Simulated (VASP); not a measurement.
Si: single point with PBEsol

The system is Si.

```
Si
1.0
    -0.01452    2.70409    2.72674
     2.70409   -0.01452    2.72674
     2.68956    2.68956    0.00000
Si
2
Direct
  0.99926 0.99926 0.00074
  0.25074 0.25074 0.24926
```

| Item | Value |
| --- | --- |
| Program | VASP 6.6.1 |
| Task | single point |
| Functional | PBEsol |
| Potentials or basis | VASP PAW PBE potentials, release 64 (Si) |
| Cutoff | 500 eV |
| k mesh | 4 × 4 × 4 |
| Occupations | gaussian, width 0.01 eV |
| Spin | no spin polarisation |

```json
{
  "Pressure": "1.3 GPa",
  "Largest force": "0.009 eV/Å",
  "Band gap on the k mesh": "0.44 eV, indirect (least direct gap 2.35 eV)"
}
```

Forces on the atoms (eV/Å):
```
Si   0.000  0.000  0.009
Si   0.000  0.000 -0.009
```

Stress tensor (GPa, compression positive):
```
1.59 0.79 0.00
0.79 1.59 0.00
0.00 0.00 0.79
```

Levels at points of the mesh, in eV from the valence-band top:
| k point | band 2 | band 3 | band 4 | band 5 | band 6 | band 7 |
| --- | --- | --- | --- | --- | --- | --- |
| (0.00, 0.00, 0.00) | -0.12 | -0.11 | 0.00 | 2.35 | 2.43 | 2.47 |
| (0.50, 0.00, 0.00) | -7.14 | -1.32 | -1.20 | 1.44 | 3.15 | 3.25 |
| (0.50, 0.50, 0.00) | -7.94 | -3.00 | -2.86 | 0.44 | 0.61 | 9.99 |
| (0.00, 0.00, 0.50) | -7.11 | -1.34 | -1.30 | 1.34 | 3.14 | 3.16 |
| (0.50, 0.00, 0.50) | -7.91 | -2.99 | -2.99 | 0.46 | 0.46 | 9.99 |

Run time: 7.2 s on 1 thread of Intel Xeon 6975P-C, on a shared host, peak memory 0.14 GiB.

Caveat: the k points lie up to 0.50 Å⁻¹ apart; the PAW data sets were made with another functional, which shifts forces and pressure a little. A k mesh can miss the band edges.
